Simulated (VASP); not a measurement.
Ge:

```
Ge
1.0
    -2.60330    2.60330    1.42324
     2.60330   -2.60330    1.42324
     2.60330    2.60330   -1.42324
Ge
2
Direct
  0.25000 0.75000 0.50000
  0.50000 0.50000 0.00000
```

| Property | Result |
| --- | --- |
| Program | VASP 6.6.1 |
| Task | relaxation of cell and atoms |
| Functional | PBE |
| Dispersion | D3(BJ) |
| Potentials or basis | VASP PAW PBE potentials, release 64 (Ge_d) |
| Cutoff | 600 eV |
| k mesh | 16 × 16 × 16 |
| Occupations | gaussian, width 0.1 eV |
| Spin | no spin polarisation |

At the start: pressure -3.0 GPa; volume 19.29 Å³/atom.

Problem. How do energy, volume and symmetry change on relaxing?

Solution. Over 11 steps the energy falls by 7.0 meV/atom and the volume is 18.51 Å³/atom (-4.1 %); space group I4_1/amd (No. 141, to 0.05 Å).

Step by step:
```csv
step,energy change (eV),largest force (eV/Å),pressure (GPa),volume (Å³)
1,0.0000,0.0000,-2.95,38.58
2,-0.0127,0.0000,0.67,36.63
3,-0.0139,0.0000,0.09,37.05
4,-0.0139,0.0000,-0.12,37.09
5,-0.0139,0.0000,-0.14,37.08
6,-0.0139,0.0000,-0.15,37.08
7,-0.0139,0.0000,0.16,37.01
8,-0.0139,0.0000,-0.04,37.05
9,-0.0139,0.0000,-0.05,37.04
10,-0.0139,0.0000,-0.08,37.02
11,-0.0139,0.0000,-0.01,37.02
```

Final structure:
```yaml
crystal:
  lattice:
    - [-2.57023, 2.57023, 1.40081]
    - [2.57023, -2.57023, 1.40081]
    - [2.57023, 2.57023, -1.40081]
  atoms:
    - { symbol: Ge, position: [0.25000, 0.75000, 0.50000] }
    - { symbol: Ge, position: [0.50000, 0.50000, 0.00000] }
```

Caveat: pairwise dispersion overbinds metals, which lowers pressure and volume.
